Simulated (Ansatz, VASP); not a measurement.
# MgO: VASP beside Ansatz

```xyz
2
Lattice="-0.1068 2.1351 2.1351 2.1351 -0.1068 2.1351 2.0284 2.0284 0.0000" Properties=species:S:1:pos:R:3 pbc="T T T"
Mg    0.0000    0.0000    0.0000
O     2.0284    2.0284    2.1351
```

Change from the starting cell: strain -0.1000 x Voigt [0, 0, 0, 0, 0, 1], atoms carried along.

Alike in both runs: task single point; functional LDA; k mesh 10 × 10 × 10; occupations gaussian, width 0.05 eV; no spin polarisation.

|  | VASP | Ansatz |
| --- | --- | --- |
| version | VASP 6.6.1 | Ansatz 0.2.0 |
| potentials or method | VASP PAW LDA potentials, release 64 (Mg_sv, O), cutoff 750 eV | scalar-relativistic, plane waves, PAW |
| valence electrons in the cell | 16 | 16 |

Ansatz gave:

| Quantity | Value |
| --- | --- |
| gap on the k mesh at the Fermi level (eV) | 3.77 |
| least direct gap on the mesh (eV) | 3.77 |
| pressure (GPa) | -11.2 |
| traceless stress, the component that is largest in VASP (GPa) | 14.16 |

Task: Which values does VASP return?

Result: gap on the k mesh at the Fermi level (eV): 3.79; least direct gap on the mesh (eV): 3.79; pressure (GPa): -11.3; traceless stress, the component that is largest in VASP (GPa): 14.12.

LDA's correlation is that of Perdew and Zunger in VASP and of Perdew and Wang (1992) in Ansatz.
